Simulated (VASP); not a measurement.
Here is a VASP 6.6.1 calculation.

Contents of INCAR:

```
SYSTEM = Cr2Ge6Mo
PREC     = Accurate       ! precision mode
ENCUT    = 520            ! plane-wave cutoff, eV
EDIFF    = 1E-6           ! SCF threshold, eV
ISMEAR   = 0              ! smearing method
SIGMA    = 0.1            ! smearing width, eV
LREAL    = .False.        ! projectors in reciprocal space
LASPH    = .True.         ! aspherical terms in the spheres
NELM     = 80             ! most SCF steps
ALGO     = Fast           ! electronic algorithm
ISIF     = 2              ! what is computed and relaxed
LWAVE    = .False.        ! write WAVECAR
LCHARG   = .False.        ! write CHGCAR
GGA      = PE             ! functional
NBANDS   = 71             ! bands
```

KPOINTS

```
regular mesh
0
Gamma
  6 6 6
  0 0 0
```

The input POSCAR:

```
Cr2Ge6Mo
1.0
   -1.6372949000      4.0718956000      4.9012796000
    1.6372949000     -4.0718956000      4.9012796000
    1.6372949000      4.0718956000     -4.9012796000
Cr Ge Mo
2 6 1
Direct
    0.3334230000      0.3334230000      0.0000000000
    0.6665770000      0.6665770000      0.0000000000
    0.3420530000      0.0000000000      0.3420530000
    0.6680650000      0.3294410000      0.3386240000
    0.0091830000      0.6705590000      0.3386240000
    0.6579470000      0.0000000000      0.6579470000
    0.9908170000      0.3294410000      0.6613760000
    0.3319350000      0.6705590000      0.6613760000
    0.0000000000      0.0000000000      0.0000000000
```

Potentials or basis: VASP PAW PBE potentials, release 64 (Cr_pv, Ge_d, Mo_sv).

The run is started by

```console
$ cat potpaw_PBE.64/Cr_pv/POTCAR potpaw_PBE.64/Ge_d/POTCAR potpaw_PBE.64/Mo_sv/POTCAR > POTCAR
$ mpirun -np 1 vasp_std > vasp.out
```

Q: What does it give for the band gap on the k mesh?

A: Zero (bands 61 and 62 overlap by 0.40 eV).

Q: Estimate the largest force.

A: 0.024 eV/Å.

Q: Estimate the pressure.

A: 0.1 GPa.

Stress tensor (GPa, compression positive):
```
 0.16  0.00  0.00
 0.00  0.31  0.00
 0.00  0.00 -0.03
```

Caveat: the run has no spin polarisation, though such a crystal can be magnetic. Spin polarisation is off, so any magnetic state and its effect on volume and gap are missing.
